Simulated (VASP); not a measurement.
# KI (I4/mmm) in VASP: further runs

Aim: see how the results for KI move with the level of theory and the settings. Levels: PBE, r2SCAN. Tasks: single point.

Everything below comes from runs of VASP 6.6.1. Logs are shortened: lines on timing, memory, paths and dates and some standing lists are left out, and cuts for length are marked.

### 1 The cell of the first run

It takes space group I4/mmm (No. 139, tetragonal). Conventional cell: a = 5.146 Å, b = 5.146 Å, c = 7.089 Å, α = 90.00°, β = 90.00°, γ = 90.00°. Within 4.7 Å of K (site symmetry 4/mmm) lie 6 I at 3.54 to 3.64 Å. I (site symmetry 4/mmm) has 6 K at 3.54 to 3.64 Å within 4.7 Å.

### 2 Single point, PBE (biaxial xy strain +2.7%)

File INCAR:

```
PREC = Accurate
ENCUT = 520
EDIFF = 1E-7
ISMEAR = -1
SIGMA = 0.02
LREAL = False
LASPH = True
NELM = 100
ALGO = Normal
ISIF = 2
LWAVE = False
LCHARG = False
GGA = PE
NBANDS = 15
```

File KPOINTS:

```
Automatic mesh
0
Gamma
  6 6 6
```

File POSCAR:

```
KI
1.0
    0.0000000000      3.6389174352      3.5442850250
    3.6389174352      0.0000000000      3.5442850250
    3.6389174352      3.6389174352      0.0000000000
K I
1 1
Direct
    0.0000000000      0.0000000000      0.0000000000
    0.5000000000      0.5000000000      0.5000000000
```

Potentials or basis: VASP PAW PBE potentials, release 64 (K_sv, I).

Command:

```console
$ cat potpaw_PBE.64/K_sv/POTCAR potpaw_PBE.64/I/POTCAR > POTCAR
$ mpirun -np 1 vasp_std > vasp.out
```

OUTCAR:

```text
PREC = Accurate
   ENCUT = 520
   EDIFF = 1E-7
   ISMEAR = -1
   LREAL = False
   LASPH = True
   NELM = 100
   ISIF = 2
   GGA = PE

 ion  position               nearest neighbor table
   1  0.000  0.000  0.000-   2 3.54   2 3.54   2 3.64   2 3.64   2 3.64   2 3.64
   2  0.500  0.500  0.500-   1 3.54   1 3.54   1 3.64   1 3.64   1 3.64   1 3.64

  LATTYP: Found a body centered tetragonal cell.
 ALAT       =     5.1462063892
 C/A-ratio  =     1.3774360206

  Lattice vectors:

 A1 = (   0.0000000000,  -3.6389174352,  -3.5442850250)
 A2 = (   0.0000000000,   3.6389174352,  -3.5442850250)
 A3 = (   3.6389174352,   0.0000000000,   3.5442850250)

Analysis of symmetry for initial positions (statically):
=====================================================================
 Subroutine PRICEL returns:
 Original cell was already a primitive cell.

 Routine SETGRP: Setting up the symmetry group for a
 body centered tetragonal supercell.

 Subroutine GETGRP returns: Found 16 space group operations
 (whereof 16 operations were pure point group operations)
 out of a pool of 16 trial point group operations.

The static configuration has the point symmetry D_4h.

Analysis of symmetry for dynamics (positions and initial velocities):
=====================================================================
 Subroutine PRICEL returns:
 Original cell was already a primitive cell.

 Routine SETGRP: Setting up the symmetry group for a
 body centered tetragonal supercell.

 Subroutine GETGRP returns: Found 16 space group operations
 (whereof 16 operations were pure point group operations)
 out of a pool of 16 trial point group operations.

The dynamic configuration has the point symmetry D_4h.

 Subroutine INISYM returns: Found 16 space group operations
 (whereof 16 operations are pure point group operations),
 and found     1 'primitive' translations

----------------------------------------------------------------------------------------

                                     Primitive cell

  volume of cell :      93.8649

  direct lattice vectors                    reciprocal lattice vectors
     0.000000000  3.638917435  3.544285025    -0.137403502  0.137403502  0.141072176
     3.638917435  0.000000000  3.544285025     0.137403502 -0.137403502  0.141072176
     3.638917435  3.638917435  0.000000000     0.137403502  0.137403502 -0.141072176

  length of vectors
[... 86 lines left out ...]
   IBRION =     -1    ionic relax: 0-MD 1-quasi-New 2-CG
   NFREE  =      0    steps in history (QN), initial steepest desc. (CG)
   ISIF   =      2    stress and relaxation
   ISYM   =      2    0-nonsym 1-usesym 2-fastsym
   POTIM  = 0.5000    time-step for ionic-motion
   TEBEG  =    0.0;   TEEND  =   0.0 temperature during run
   PSTRESS=    0.0 pullay stress
   NELECT =      16.0000    total number of electrons
   NUPDOWN=      -1.0000    fix difference up-down
   EMIN   =  10.00;   EMAX   =-10.00  energy-range for DOS
   EFERMI =   0.00;   METHOD = LEGACY
   ISMEAR =    -1;   SIGMA  =   0.02  broadening in eV -4-tet -1-fermi 0-gaus
   EFERMI_NEDOS =   21; number of points for ismear=-14 and -15
   IALGO  =     38    algorithm
   IMIX   =      4    mixing-type and parameters
     AMIX     =   0.40;   BMIX     =  1.00
     AMIX_MAG =   1.60;   BMIX_MAG =  1.00
  volume/ion in A,a.u.               =      46.93       316.72
  Fermi-wavevector in a.u.,A,eV,Ry     =   0.907710  1.715323 11.210351  0.823938
  Thomas-Fermi vector in A             =   2.031550
   LORBIT       =      0    0 simple, 1 ext, 2 COOP (PROOUT), +10 PAW based schemes
   GGA     = PE    functional components
[... 5 lines left out ...]
 non-spin polarized calculation
  energy-cutoff  :      520.00
  volume of cell :       93.86
 maximum number of plane-waves:      2561
 NGX is ok and might be reduce to    40
   NGX = 19   NGY = 19   NGZ = 19

 number of electron      16.0000002 magnetization

 Free energy of the ion-electron system (eV)
  ---------------------------------------------------
  ext. energy  EPLUGINS =         0.00000000
  ---------------------------------------------------
  free energy    TOTEN  =        -5.56219169 eV

  energy without entropy =       -5.56219169  energy(sigma->0) =       -5.56219169

 E-fermi :  -0.2314     XC(G=0):  -6.9354

 val. band max:       -0.7249959009   @ k =   0.0000   0.0000   0.0000
 cond. band min:       3.0977205953   @ k =   0.0000   0.0000   0.0000
 fundamental gap:      3.8227164962
 Fermi energy:        -0.2314332093

 k-point     1 :       0.0000    0.0000    0.0000
  band No.  band energies     occupation
      1     -29.3415      2.00000
      2     -12.8225      2.00000
      3     -12.8225      2.00000
      4     -12.8210      2.00000
      5     -11.1401      2.00000
      6      -0.7252      2.00000
      7      -0.7250      2.00000
      8      -0.7250      2.00000
      9       3.0977      0.00000
     10       5.7407      0.00000
     11       5.7407      0.00000
     12       5.8907      0.00000
     13       6.4156      0.00000
     14       6.5184      0.00000
[... 401 lines left out ...]
      2     -12.8651      2.00000
      3     -12.8411      2.00000
      4     -12.8320      2.00000
      5     -11.0002      2.00000
      6      -1.5969      2.00000
      7      -1.1886      2.00000
      8      -1.0356      2.00000
      9       4.6690      0.00000
     10       5.3274      0.00000
     11       6.8153      0.00000
     12       7.3769      0.00000
     13       7.9484      0.00000
     14       8.4570      0.00000
     15       8.8238      0.00000

 [... further k-points ...]

------------------------ aborting loop because EDIFF is reached ----------------------------------------

  FORCE on cell =-STRESS in cart. coord.  units (eV):
  Direction    XX          YY          ZZ          XY          YZ          ZX
  --------------------------------------------------------------------------------------
  -------------------------------------------------------------------------------------
  Total       -0.1606959     -0.1606959      0.1499645      0.0000000      0.0000000      0.0000000
  in kB       -2.7429153     -2.7429153      2.5597416      0.0000000      0.0000000      0.0000000
  external PRESSURE =      -0.9753630 kB  Pullay stress =       0.0000000 kB

 VOLUME and BASIS-vectors are now :
 -----------------------------------------------------------------------------
  energy-cutoff  :      520.00
  volume of cell :       93.86
      direct lattice vectors                 reciprocal lattice vectors
     0.000000000  3.638917435  3.544285025    -0.137403502  0.137403502  0.141072176
     3.638917435  0.000000000  3.544285025     0.137403502 -0.137403502  0.141072176
     3.638917435  3.638917435  0.000000000     0.137403502  0.137403502 -0.141072176

 POSITION                                       TOTAL-FORCE (eV/Angst)
 -----------------------------------------------------------------------------------
      0.00000      0.00000      0.00000         0.000000      0.000000      0.000000
      3.63892      3.63892      3.54429        -0.000000      0.000000      0.000000
 -----------------------------------------------------------------------------------
    total drift:                                0.000000     -0.000000     -0.000000

  FREE ENERGIE OF THE ION-ELECTRON SYSTEM (eV)
  ---------------------------------------------------
  free  energy   TOTEN  =        -5.5621916897 eV

  energy  without entropy=       -5.5621916897  energy(sigma->0) =       -5.56219169
```

stdout:

```text
POSCAR found type information on POSCAR K I
 POSCAR found :  2 types and       2 ions
 scaLAPACK will be used
 LDA part: xc-table for (Slater+PW92), standard interpolation
 POSCAR, INCAR and KPOINTS ok, starting setup
 FFT: planning ... GRIDC
 FFT: planning ... GRID_SOFT
 FFT: planning ... GRID
 WAVECAR not read
 entering main loop
```

Run time: 41 s. Hardware: 1 thread of Intel Xeon Platinum 8259CL at 2.50GHz (Skylake/Cascade Lake), shared host; peak memory 0.25 GiB.

What came out:

```yaml
Free_energy: -5.5622 eV
Pressure: -0.1 GPa
Band_gap_on_the_k_mesh: 3.82 eV, direct
```

Caveat: the cell differs from its parent crystal (biaxial xy strain +2.7%); spin-orbit coupling is left out, which moves the levels of the heavy elements.

### 3 Single point, r2SCAN (biaxial xy strain +2.7%)

POSCAR is that of step 2.

File INCAR.step1:

```
PREC = Accurate
ENCUT = 520
ISMEAR = 0
SIGMA = 0.01
LREAL = F
LASPH = T
NELM = 60
NBANDS = 15
GGA = PE
ALGO = Normal
EDIFF = 1E-4
LWAVE = T
LCHARG = F
```

File INCAR.step2:

```
PREC = Accurate
ENCUT = 520
EDIFF = 1E-7
ISMEAR = 0
SIGMA = 0.01
LREAL = F
LASPH = T
NELM = 60
ALGO = Normal
ISIF = 2
LWAVE = F
LCHARG = T
METAGGA = R2SCAN
LMIXTAU = T
LELF = T
LVHAR = T
NBANDS = 15
ISTART = 1
```

File KPOINTS:

```
regular mesh
0
Gamma
  6 6 6
```

Potentials or basis: VASP PAW PBE potentials, release 64 (K_sv, I).

Command:

```console
$ cat potpaw_PBE.64/K_sv/POTCAR potpaw_PBE.64/I/POTCAR > POTCAR
$ cp INCAR.step1 INCAR
$ mpirun -np 1 vasp_std > vasp.out
$ cp INCAR.step2 INCAR
$ mpirun -np 1 vasp_std > vasp.out
```

It took 3.1 min on 1 thread of Intel Xeon Platinum 8259CL at 2.50GHz (Skylake/Cascade Lake), shared host; peak memory 0.27 GiB.

Results (log left out):

| Quantity | Value |
| --- | --- |
| Free energy | -33.9736 eV |
| Pressure | -0.5 GPa |
| Band gap on the k mesh | 4.45 eV, direct |

Stress tensor (GPa, compression positive):
```
-0.73  0.00  0.00
 0.00 -0.73  0.00
 0.00  0.00 -0.16
```

Levels at points of the mesh, in eV from the valence-band top:
```csv
k point,band 5,band 6,band 7,band 8,band 9,band 10,band 11,band 12
"(0.00, 0.00, 0.00)",-10.72,0.00,0.00,0.00,4.45,7.02,7.02,7.17
"(0.50, 0.00, 0.00)",-10.50,-1.18,-0.29,-0.28,5.95,8.14,8.54,8.74
"(0.50, 0.50, 0.00)",-10.59,-0.91,-0.36,-0.36,5.45,6.36,8.81,9.19
"(0.50, 0.00, 0.50)",-10.60,-0.93,-0.34,-0.31,5.48,6.35,8.75,9.08
```

Caveat: the cell differs from its parent crystal (biaxial xy strain +2.7%); the PAW data sets were made with another functional, which shifts forces and pressure a little; spin-orbit coupling is left out, which moves the levels of the heavy elements.
